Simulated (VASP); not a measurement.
# SbPd3 (Pm-3m) in VASP: notebook, part 2 of 2

VASP 6.6.1. The steps go on from the part before.

### Step 3. Single point, LDA

This run uses another cell than the first one, of 16.73 Å³/atom, 1.025 times its volume.

Contents of INCAR:

```
  PREC = Accurate
  ENCUT = 520
  EDIFF = 1E-7
  ISMEAR = 1
  SIGMA = 0.1
  LREAL = False
  LASPH = True
  NELM = 100
  ALGO = Normal
  ISIF = 2
  LWAVE = False
  LCHARG = False
  GGA = CA
  NBANDS = 26
```

Contents of KPOINTS:

```
regular mesh
0
Gamma
  6 6 6
```

Contents of POSCAR:

```
SbPd3
1.0
    4.0597884513      0.0000000000      0.0000000000
    0.0000000000      4.0597884513      0.0000000000
    0.0000000000      0.0000000000      4.0597884513
Sb Pd
1 3
Direct
    0.0000000000      0.0000000000      0.0000000000
    0.0000000000      0.5000000000      0.5000000000
    0.5000000000      0.0000000000      0.5000000000
    0.5000000000      0.5000000000      0.0000000000
```

Potentials or basis: VASP PAW LDA potentials, release 64 (Sb, Pd).

Command:

```
$ cat potpaw_LDA.64/Sb/POTCAR potpaw_LDA.64/Pd/POTCAR > POTCAR
$ mpirun -np 1 vasp_std > vasp.out
```

OUTCAR:

```text
PREC = Accurate
   ENCUT = 520
   EDIFF = 1E-7
   ISMEAR = 1
   LREAL = False
   LASPH = True
   NELM = 100
   ISIF = 2
   GGA = CA

 ion  position               nearest neighbor table
   1  0.000  0.000  0.000-   2 2.87   3 2.87   4 2.87   2 2.87   3 2.87   2 2.87   4 2.87   2 2.87
                             3 2.87   4 2.87   3 2.87   4 2.87
   2  0.000  0.500  0.500-   1 2.87   3 2.87   4 2.87   1 2.87   4 2.87   1 2.87   3 2.87   1 2.87
                             3 2.87   4 2.87   4 2.87   3 2.87
   3  0.500  0.000  0.500-   1 2.87   2 2.87   4 2.87   1 2.87   4 2.87   2 2.87   4 2.87   4 2.87
                             1 2.87   2 2.87   1 2.87   2 2.87
   4  0.500  0.500  0.000-   1 2.87   2 2.87   3 2.87   2 2.87   3 2.87   1 2.87   3 2.87   3 2.87
                             1 2.87   2 2.87   2 2.87   1 2.87

  LATTYP: Found a simple cubic cell.
 ALAT       =     4.0597884513

  Lattice vectors:

 A1 = (   4.0597884513,   0.0000000000,   0.0000000000)
 A2 = (   0.0000000000,   4.0597884513,   0.0000000000)
 A3 = (   0.0000000000,   0.0000000000,   4.0597884513)

Analysis of symmetry for initial positions (statically):
[... 173 lines left out ...]

 val. band max:       10.3109026438   @ k =   0.3333   0.3333   0.1667
 cond. band min:      10.4017143729   @ k =   0.1667   0.1667   0.1667
 fundamental gap:      0.0908117292
 Fermi energy:        10.3461884589

 k-point     1 :       0.0000    0.0000    0.0000
  band No.  band energies     occupation
      1      -1.5875      2.00000
      2       4.8854      2.00000
      3       5.6357      2.00000
      4       5.6357      2.00000
      5       5.7703      2.00000
      6       5.7703      2.00000
[... 569 lines left out ...]
     25      22.1585      0.00000
     26      22.1585      0.00000

------------------------ aborting loop because EDIFF is reached ----------------------------------------

  FORCE on cell =-STRESS in cart. coord.  units (eV):
  Direction    XX          YY          ZZ          XY          YZ          ZX
  --------------------------------------------------------------------------------------
  -------------------------------------------------------------------------------------
  Total       -4.9122321     -4.9122321     -4.9122321      0.0000000     -0.0000000      0.0000000
  in kB     -117.6194785   -117.6194785   -117.6194785      0.0000000     -0.0000000      0.0000000
  external PRESSURE =    -117.6194785 kB  Pullay stress =       0.0000000 kB

 VOLUME and BASIS-vectors are now :
 -----------------------------------------------------------------------------
  energy-cutoff  :      520.00
  volume of cell :       66.91
      direct lattice vectors                 reciprocal lattice vectors
     4.059788451  0.000000000  0.000000000     0.246318253  0.000000000  0.000000000
     0.000000000  4.059788451  0.000000000     0.000000000  0.246318253  0.000000000
     0.000000000  0.000000000  4.059788451     0.000000000  0.000000000  0.246318253

 POSITION                                       TOTAL-FORCE (eV/Angst)
 -----------------------------------------------------------------------------------
      0.00000      0.00000      0.00000         0.000000      0.000000      0.000000
      0.00000      2.02989      2.02989         0.000000      0.000000      0.000000
      2.02989      0.00000      2.02989         0.000000      0.000000      0.000000
      2.02989      2.02989      0.00000         0.000000      0.000000      0.000000
 -----------------------------------------------------------------------------------
    total drift:                                0.000000      0.000000     -0.000000

  FREE ENERGIE OF THE ION-ELECTRON SYSTEM (eV)
  ---------------------------------------------------
  free  energy   TOTEN  =       -25.6527250358 eV

  energy  without entropy=      -25.6521384953  energy(sigma->0) =      -25.65252952
```

OSZICAR:

```text
N       E                     dE             d eps       ncg     rms          rms(c)
DAV:   1     0.205710131538E+03    0.20571E+03   -0.15927E+04  1040   0.123E+03
DAV:   2    -0.196533259616E+02   -0.22536E+03   -0.21297E+03  1120   0.281E+02
DAV:   3    -0.262128548000E+02   -0.65595E+01   -0.64223E+01  1232   0.500E+01
DAV:   4    -0.262762323395E+02   -0.63378E-01   -0.63302E-01  1148   0.478E+00
DAV:   5    -0.262772552490E+02   -0.10229E-02   -0.10229E-02  1154   0.685E-01    0.113E+01
DAV:   6    -0.257577709341E+02    0.51948E+00   -0.12503E+00  1078   0.880E+00    0.569E+00
DAV:   7    -0.256691639203E+02    0.88607E-01   -0.11128E-01  1050   0.241E+00    0.299E+00
DAV:   8    -0.256545748000E+02    0.14589E-01   -0.56600E-02  1124   0.156E+00    0.635E-01
DAV:   9    -0.256528412707E+02    0.17335E-02   -0.25176E-03  1080   0.330E-01    0.268E-01
DAV:  10    -0.256527254943E+02    0.11578E-03   -0.48320E-04  1120   0.150E-01    0.299E-02
DAV:  11    -0.256527249709E+02    0.52340E-06   -0.99231E-06  1204   0.259E-02    0.865E-03
DAV:  12    -0.256527250358E+02   -0.64907E-07   -0.79711E-07  1116   0.667E-03
   1 F= -.25652725E+02 E0= -.25652530E+02  d E =-.586541E-03
```

Run time: 19 s. Hardware: 1 thread of AMD EPYC 7R43 (Zen 3), shared host; peak memory 0.13 GiB.

Results:

| Quantity | Value |
| --- | --- |
| Free energy | -25.6527 eV |
| Pressure | -11.8 GPa |

Caveat: spin-orbit coupling is left out, which moves the levels of the heavy elements.

### Step 4. Single point, LDA

This run uses another cell than the first one, of 17.14 Å³/atom, 1.050 times its volume.

Contents of INCAR:

```
PREC = Accurate
ENCUT = 520
EDIFF = 1E-6
ISMEAR = 1
SIGMA = 0.1
LREAL = F
LASPH = T
NELM = 60
ALGO = Normal
ISIF = 2
LWAVE = F
LCHARG = F
NBANDS = 26
```

Contents of KPOINTS:

```
Automatic mesh
0
Gamma
  6 6 6
```

Contents of POSCAR:

```
SbPd3
1.0
    4.0925300947      0.0000000000      0.0000000000
    0.0000000000      4.0925300947      0.0000000000
    0.0000000000      0.0000000000      4.0925300947
Sb Pd
1 3
Direct
    0.0000000000      0.0000000000      0.0000000000
    0.0000000000      0.5000000000      0.5000000000
    0.5000000000      0.0000000000      0.5000000000
    0.5000000000      0.5000000000      0.0000000000
```

Command:

```
$ cat potpaw_LDA.64/Sb/POTCAR potpaw_LDA.64/Pd/POTCAR > POTCAR
$ mpirun -np 1 vasp_std > vasp.out
```

It took 17 s on 1 thread of AMD EPYC 7R43 (Zen 3), shared host; peak memory 0.13 GiB.

The run converged. Its results:

* Free energy: -25.5189 eV
* Pressure: -14.5 GPa

Levels at points of the mesh, in eV from the Fermi level:
| k point | band 15 | band 16 | band 17 | band 18 | band 19 | band 20 |
| --- | --- | --- | --- | --- | --- | --- |
| (0.00, 0.00, 0.00) | -1.33 | -0.89 | -0.46 | -0.46 | -0.46 | 1.20 |
| (0.50, 0.00, 0.00) | -1.98 | -1.27 | -0.46 | 1.80 | 2.03 | 2.03 |
| (0.50, 0.50, 0.00) | -1.89 | -1.73 | -1.67 | 0.15 | 0.15 | 3.79 |
| (0.50, 0.50, 0.50) | -2.06 | -1.03 | -0.78 | -0.78 | -0.78 | 0.32 |

Caveat: spin-orbit coupling is left out, which moves the levels of the heavy elements.

### Step 5. The runs side by side

| cell | gap on the mesh (eV) | pressure (GPa) |
| --- | --- | --- |
| a = 4.027 Å, 4 atoms | none | -8.4 |
| a = 4.060 Å, 4 atoms | none | -11.8 |
| a = 4.093 Å, 4 atoms | none | -14.5 |

Alike in all rows: task single point; level LDA; potentials or basis VASP PAW LDA potentials, release 64 (Sb, Pd); no spin polarisation; k mesh 6 × 6 × 6; cutoff (eV) 520; smearing methfessel-paxton 0.1 eV.

Caveats: spin-orbit coupling is left out, which moves the levels of the heavy elements.

Total energies depend on the potentials used, so only differences within one code and one set of settings carry meaning.
